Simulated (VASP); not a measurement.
**Pb: relaxation of cell and atoms with PBEsol**

The system is Pb.

```xyz
1
Lattice="3.1845 0.0000 0.0000 0.0000 3.1845 0.0000 0.0000 0.0000 3.1845" Properties=species:S:1:pos:R:3 pbc="T T T"
Pb    0.0000    0.0000    0.0000
```

* Program: VASP 6.6.1
* Task: relaxation of cell and atoms
* Functional: PBEsol
* Potentials or basis: VASP PAW PBE potentials, release 64 (Pb_d)
* Cutoff: 600 eV
* k mesh: 13 × 13 × 13
* Occupations: fermi-dirac, width 0.05 eV
* Spin: no spin polarisation
* Dipole correction: no
* Further INCAR settings: ALGO = Normal; EDIFF = 1e-06; IBRION = 2; EDIFFG = -0.005; NSW = 60; ISIF = 3

- Relaxed volume: 32.22 Å³/atom
- Relaxed cell: a = 3.182 Å, b = 3.182 Å, c = 3.182 Å, α = 90.00°, β = 90.00°, γ = 90.00°
- Space group after relaxing (to 0.05 Å): Pm-3m (No. 221)
- Energy gained by relaxing: 0.0 meV/atom
- Ionic steps: 4
- Pressure after relaxing: 0.0 GPa
- Band gap on the k mesh: zero (band 7 reaches 11.29 eV, above the bottom of band 8 at 4.39 eV)

Final structure:
```yaml
crystal:
  lattice:
    - [3.18208, 0.00000, 0.00000]
    - [0.00000, 3.18208, 0.00000]
    - [0.00000, 0.00000, 3.18208]
  atoms:
    - { symbol: Pb, position: [0.00000, 0.00000, 0.00000] }
```

Levels at points of the mesh, in eV from the Fermi level:
| k point | band 4 | band 5 | band 6 | band 7 | band 8 | band 9 | band 10 | band 11 |
| --- | --- | --- | --- | --- | --- | --- | --- | --- |
| (0.00, 0.00, 0.00) | -16.56 | -16.56 | -11.52 | 5.08 | 5.08 | 5.08 | 8.07 | 9.53 |

It took 48 s on 1 thread of Intel(R) Xeon(R) Platinum 8259CL CPU @ 2.50GHz (Skylake/Cascade Lake) (shared host), peak memory 0.18 GiB.

Caveat: the PAW data sets were made with another functional, which shifts forces and pressure a little; spin-orbit coupling is left out, which moves the levels of the heavy elements.
